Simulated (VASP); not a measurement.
# KCl (Pm-3m) in VASP: single point with PBE

Aim: the single point of KCl with PBE.

Everything below comes from runs of VASP 6.6.1. Logs are shortened: lines on timing, memory, paths and dates and some standing lists are left out, and cuts for length are marked.

## Step 1: The cell of the first run

Symmetry: Pm-3m, No. 221, cubic system. The conventional cell has a = 3.835 Å, b = 3.835 Å, c = 3.835 Å, α = 90.00°, β = 90.00°, γ = 90.00°. Within 4.4 Å of K (site symmetry m-3m) lie 8 Cl at 3.32 Å and 6 K at 3.84 Å. Cl (site symmetry m-3m) has 8 K at 3.32 Å and 6 Cl at 3.84 Å within 4.4 Å.

## Step 2: Single point, PBE (28.21 Å³/atom)

Input file INCAR:

```
ALGO = Normal
EDIFF = 1E-7
ENCUT = 520
GGA = PE
ISIF = 2
ISMEAR = 0
LASPH = True
LCHARG = False
LREAL = False
LWAVE = False
NBANDS = 15
NELM = 80
PREC = Accurate
SIGMA = 0.05
```

Input file KPOINTS:

```
k-points
0
Gamma
  10 10 10
```

Input file POSCAR:

```
KCl
1.0
    3.8354233900      0.0000000000      0.0000000000
    0.0000000000      3.8354233900      0.0000000000
    0.0000000000      0.0000000000      3.8354233900
K Cl
1 1
Direct
    0.0000000000      0.0000000000      0.0000000000
    0.5000000000      0.5000000000      0.5000000000
```

Potentials or basis: VASP PAW PBE potentials, release 64 (K_sv, Cl).

Command:

```console
$ cat potpaw_PBE.64/K_sv/POTCAR potpaw_PBE.64/Cl/POTCAR > POTCAR
$ mpirun -np 1 vasp_std > vasp.out
```

OUTCAR:

```text
EDIFF = 1E-7
   ENCUT = 520
   GGA = PE
   ISIF = 2
   ISMEAR = 0
   LASPH = True
   LREAL = False
   NELM = 80
   PREC = Accurate

 ion  position               nearest neighbor table
   1  0.000  0.000  0.000-
   2  0.500  0.500  0.500-

  LATTYP: Found a simple cubic cell.
 ALAT       =     3.8354233900

  Lattice vectors:

 A1 = (   3.8354233900,   0.0000000000,   0.0000000000)
 A2 = (   0.0000000000,   3.8354233900,   0.0000000000)
 A3 = (   0.0000000000,   0.0000000000,   3.8354233900)

Analysis of symmetry for initial positions (statically):
=====================================================================
 Subroutine PRICEL returns:
 Original cell was already a primitive cell.

 Routine SETGRP: Setting up the symmetry group for a
 simple cubic supercell.

 Subroutine GETGRP returns: Found 48 space group operations
 (whereof 48 operations were pure point group operations)
 out of a pool of 48 trial point group operations.

The static configuration has the point symmetry O_h .

Analysis of symmetry for dynamics (positions and initial velocities):
=====================================================================
 Subroutine PRICEL returns:
 Original cell was already a primitive cell.

 Routine SETGRP: Setting up the symmetry group for a
 simple cubic supercell.

 Subroutine GETGRP returns: Found 48 space group operations
 (whereof 48 operations were pure point group operations)
 out of a pool of 48 trial point group operations.

The dynamic configuration has the point symmetry O_h .

 Subroutine INISYM returns: Found 48 space group operations
 (whereof 48 operations are pure point group operations),
 and found     1 'primitive' translations

----------------------------------------------------------------------------------------

                                     Primitive cell

  volume of cell :      56.4209

  direct lattice vectors                    reciprocal lattice vectors
     3.835423390  0.000000000  0.000000000     0.260727408  0.000000000  0.000000000
     0.000000000  3.835423390  0.000000000     0.000000000  0.260727408  0.000000000
     0.000000000  0.000000000  3.835423390     0.000000000  0.000000000  0.260727408

  length of vectors
     3.835423390  3.835423390  3.835423390     0.260727408  0.260727408  0.260727408

  position of ions in fractional coordinates (direct lattice)
     0.000000000  0.000000000  0.000000000
     0.500000000  0.500000000  0.500000000

  ion indices of the primitive-cell ions
[... 85 lines left out ...]
   PSTRESS=    0.0 pullay stress
   NELECT =      16.0000    total number of electrons
   NUPDOWN=      -1.0000    fix difference up-down
   EMIN   =  10.00;   EMAX   =-10.00  energy-range for DOS
   EFERMI =   0.00;   METHOD = LEGACY
   ISMEAR =     0;   SIGMA  =   0.05  broadening in eV -4-tet -1-fermi 0-gaus
   EFERMI_NEDOS =   21; number of points for ismear=-14 and -15
   IALGO  =     38    algorithm
   IMIX   =      4    mixing-type and parameters
     AMIX     =   0.40;   BMIX     =  1.00
     AMIX_MAG =   1.60;   BMIX_MAG =  1.00
  volume/ion in A,a.u.               =      28.21       190.37
  Fermi-wavevector in a.u.,A,eV,Ry     =   1.075561  2.032515 15.739633  1.156830
  Thomas-Fermi vector in A             =   2.211420
   LORBIT       =      0    0 simple, 1 ext, 2 COOP (PROOUT), +10 PAW based schemes
   GGA     = PE    functional components
   LHFCALC =     F    Hartree Fock is set to
   AEXX    =    0.0000 exact exchange contribution
   IVDW    =     0    specifies the selected vdW correction
   LEPSILON=     F    determine dielectric tensor
   LRPA    =     F    only Hartree local field effects (RPA)
 non-spin polarized calculation
 Gauss-broadening in eV      SIGMA  =   0.05
  energy-cutoff  :      520.00
  volume of cell :       56.42
 maximum number of plane-waves:      1568
 NGX is ok and might be reduce to    30
   NGX = 15   NGY = 15   NGZ = 15

 number of electron      16.0000007 magnetization

 Free energy of the ion-electron system (eV)
  ---------------------------------------------------
  ext. energy  EPLUGINS =         0.00000000
  ---------------------------------------------------
  free energy    TOTEN  =        -6.65530001 eV

  energy without entropy =       -6.65530001  energy(sigma->0) =       -6.65530001

 E-fermi :  -0.5241     XC(G=0):  -8.0841

 val. band max:       -0.8185365154   @ k =   0.5000   0.5000   0.0000
 cond. band min:       3.9903305522   @ k =   0.0000   0.0000   0.0000
 fundamental gap:      4.8088670676
 Fermi energy:        -0.5241120234

 k-point     1 :       0.0000    0.0000    0.0000
  band No.  band energies     occupation
      1     -28.8769      2.00000
      2     -13.3905      2.00000
      3     -12.2628      2.00000
      4     -12.2628      2.00000
      5     -12.2628      2.00000
      6      -1.0222      2.00000
      7      -1.0222      2.00000
      8      -1.0222      2.00000
      9       3.9903      0.00000
     10       5.7483      0.00000
     11       5.7483      0.00000
     12       9.8287      0.00000
     13       9.8287      0.00000
     14       9.8287      0.00000
[... 401 lines left out ...]
      2     -13.4698      2.00000
      3     -12.2959      2.00000
      4     -12.2630      2.00000
      5     -12.1490      2.00000
      6      -2.0630      2.00000
      7      -1.1502      2.00000
      8      -1.1416      2.00000
      9       5.8488      0.00000
     10       6.6547      0.00000
     11       7.2357      0.00000
     12       9.2210      0.00000
     13       9.2412      0.00000
     14       9.8805      0.00000
     15      11.2289      0.00000

 [... further k-points ...]

------------------------ aborting loop because EDIFF is reached ----------------------------------------

  FORCE on cell =-STRESS in cart. coord.  units (eV):
  Direction    XX          YY          ZZ          XY          YZ          ZX
  --------------------------------------------------------------------------------------
  -------------------------------------------------------------------------------------
  Total        0.0043726      0.0043726      0.0043726      0.0000000      0.0000000     -0.0000000
  in kB        0.1241669      0.1241669      0.1241669      0.0000000      0.0000000     -0.0000000
  external PRESSURE =       0.1241669 kB  Pullay stress =       0.0000000 kB

 VOLUME and BASIS-vectors are now :
 -----------------------------------------------------------------------------
  energy-cutoff  :      520.00
  volume of cell :       56.42
      direct lattice vectors                 reciprocal lattice vectors
     3.835423390  0.000000000  0.000000000     0.260727408  0.000000000  0.000000000
     0.000000000  3.835423390  0.000000000     0.000000000  0.260727408  0.000000000
     0.000000000  0.000000000  3.835423390     0.000000000  0.000000000  0.260727408

 POSITION                                       TOTAL-FORCE (eV/Angst)
 -----------------------------------------------------------------------------------
      0.00000      0.00000      0.00000         0.000000      0.000000      0.000000
      1.91771      1.91771      1.91771         0.000000      0.000000      0.000000
 -----------------------------------------------------------------------------------
    total drift:                                0.000000      0.000000     -0.000000

  FREE ENERGIE OF THE ION-ELECTRON SYSTEM (eV)
  ---------------------------------------------------
  free  energy   TOTEN  =        -6.6553000070 eV

  energy  without entropy=       -6.6553000070  energy(sigma->0) =       -6.65530001
```

OSZICAR:

```text
N       E                     dE             d eps       ncg     rms          rms(c)
DAV:   1     0.100459711846E+03    0.10046E+03   -0.72876E+03  1680   0.968E+02
DAV:   2    -0.122406870659E+01   -0.10168E+03   -0.94749E+02  2182   0.239E+02
DAV:   3    -0.677560770052E+01   -0.55515E+01   -0.55250E+01  2310   0.499E+01
DAV:   4    -0.696895591424E+01   -0.19335E+00   -0.19331E+00  2497   0.840E+00
DAV:   5    -0.697047990787E+01   -0.15240E-02   -0.15240E-02  2373   0.849E-01    0.292E+00
DAV:   6    -0.668747268861E+01    0.28301E+00   -0.30836E-01  2086   0.319E+00    0.241E+00
DAV:   7    -0.665312458807E+01    0.34348E-01   -0.90421E-02  2240   0.194E+00    0.146E+00
DAV:   8    -0.665501784924E+01   -0.18933E-02   -0.17311E-02  2433   0.101E+00    0.220E-01
DAV:   9    -0.665502845052E+01   -0.10601E-04   -0.81254E-04  2164   0.199E-01    0.112E-01
DAV:  10    -0.665530401728E+01   -0.27557E-03   -0.37765E-04  1967   0.152E-01    0.306E-02
DAV:  11    -0.665529852399E+01    0.54933E-05   -0.20973E-05  2376   0.336E-02    0.134E-02
DAV:  12    -0.665530018843E+01   -0.16644E-05   -0.13881E-06  1989   0.831E-03    0.215E-03
DAV:  13    -0.665530006293E+01    0.12551E-06   -0.89170E-08  1952   0.245E-03    0.354E-04
DAV:  14    -0.665530000699E+01    0.55936E-07   -0.16950E-08  1603   0.122E-03
   1 F= -.66553000E+01 E0= -.66553000E+01  d E =-.755526E-19
```

Wall time 67 s (1 thread of AMD EPYC 7R43 (Zen 3), shared host); peak memory 0.15 GiB.

Results:

- Free energy: -6.6553 eV
- Pressure: 0.0 GPa
- Band gap on the k mesh: 4.81 eV (least direct gap 5.01 eV)

A k mesh can miss the band edges. Expect the measured gap to be larger: semilocal functionals such as PBE lack the derivative discontinuity.
